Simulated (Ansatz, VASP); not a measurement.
# Hf4C: VASP beside Ansatz

```xyz
5
Lattice="5.7056 0.0000 0.0000 0.0000 5.7056 0.0000 0.0000 0.0000 3.0019" Properties=species:S:1:pos:R:3 pbc="T T T"
Hf    4.3245    4.3245    1.5010
Hf    1.3812    1.3812    1.5010
Hf    1.3812    4.3245    1.5010
Hf    4.3245    1.3812    1.5010
C     0.0000    0.0000    0.0000
```

Alike in both runs: functional PBE; k mesh 4 × 4 × 4; occupations gaussian, width 0.2 eV; no spin polarisation.

Ansatz relaxed the structure, and its values are those at the end. VASP's run is a single point on that final structure, the one shown.

|  | VASP | Ansatz |
| --- | --- | --- |
| version | VASP 6.6.1 | Ansatz 0.2.0 |
| potentials or method | VASP PAW PBE potentials, release 64 (Hf_pv, C), cutoff 520 eV | scalar-relativistic, plane waves, PAW |
| valence electrons in the cell | 44 | 108 |

|  | VASP | Ansatz | Ansatz less VASP |
| --- | --- | --- | --- |
| gap on the k mesh at the Fermi level (eV) | none | none | - |
| pressure (GPa) | -0.6 | 0.0 | +0.58 |
| rms of the force components (eV/Å) | 0.039 | 0.001 | -0.0383 |

A gap of «none» marks a metal or a gap that the smearing closes. VASP's potentials hold 44 valence electrons a cell and Ansatz's 108, so a difference there can come from the potentials and not from the codes.

The k mesh is coarse, so the values compare programs but aren't converged. Neither program's run includes spin-orbit coupling.
